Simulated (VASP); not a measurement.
A run of VASP 6.6.1:

File POSCAR:

```
ZnIn2O4
1.0
    0.0000000000      4.4625257217      4.4625257217
    4.4625257217      0.0000000000      4.4625257217
    4.4625257217      4.4625257217      0.0000000000
Zn In O
2 4 8
Direct
    0.2500000000      0.2500000000      0.2500000000
    0.0000000000      0.0000000000      0.0000000000
    0.6250000000      0.6250000000      0.1250000000
    0.6250000000      0.1250000000      0.6250000000
    0.1250000000      0.6250000000      0.6250000000
    0.6250000000      0.6250000000      0.6250000000
    0.3809747984      0.3809747984      0.3809747984
    0.8570756049      0.3809747984      0.3809747984
    0.3809747984      0.8570756049      0.3809747984
    0.3809747984      0.3809747984      0.8570756049
    0.8690252016      0.8690252016      0.3929243951
    0.8690252016      0.3929243951      0.8690252016
    0.8690252016      0.8690252016      0.8690252016
    0.3929243951      0.8690252016      0.8690252016
```

Contents of INCAR.step1:

```
PREC = Accurate
ENCUT = 520
ISMEAR = 0
SIGMA = 0.02
LREAL = F
LASPH = T
NELM = 100
NBANDS = 75
GGA = PE
ALGO = Normal
EDIFF = 1E-4
LWAVE = T
LCHARG = F
```

File INCAR.step2:

```
PREC = Accurate
ENCUT = 520
EDIFF = 1E-7
ISMEAR = 0
SIGMA = 0.02
LREAL = F
LASPH = T
NELM = 100
ALGO = Normal
ISIF = 2
LWAVE = F
LCHARG = T
METAGGA = R2SCAN
LMIXTAU = T
LELF = T
LVHAR = T
NBANDS = 75
ISTART = 1
```

File KPOINTS:

```
regular mesh
0
Gamma
  6 6 6
```

Potentials or basis: VASP PAW PBE potentials, release 64 (Zn, In_d, O).

Launch:

```sh
$ cat potpaw_PBE.64/Zn/POTCAR potpaw_PBE.64/In_d/POTCAR potpaw_PBE.64/O/POTCAR > POTCAR
$ cp INCAR.step1 INCAR
$ mpirun -np 1 vasp_std > vasp.out
$ cp INCAR.step2 INCAR
$ mpirun -np 1 vasp_std > vasp.out
```

Hardware: 1 thread of Intel(R) Xeon(R) 6975P-C (Granite Rapids), with other jobs on the host.

Task: How long does it take, and how much memory?

Result: Run time: 12 min on 1 thread of Intel(R) Xeon(R) 6975P-C (Granite Rapids) (shared host), peak memory 0.46 GiB. Counts: k points 16.
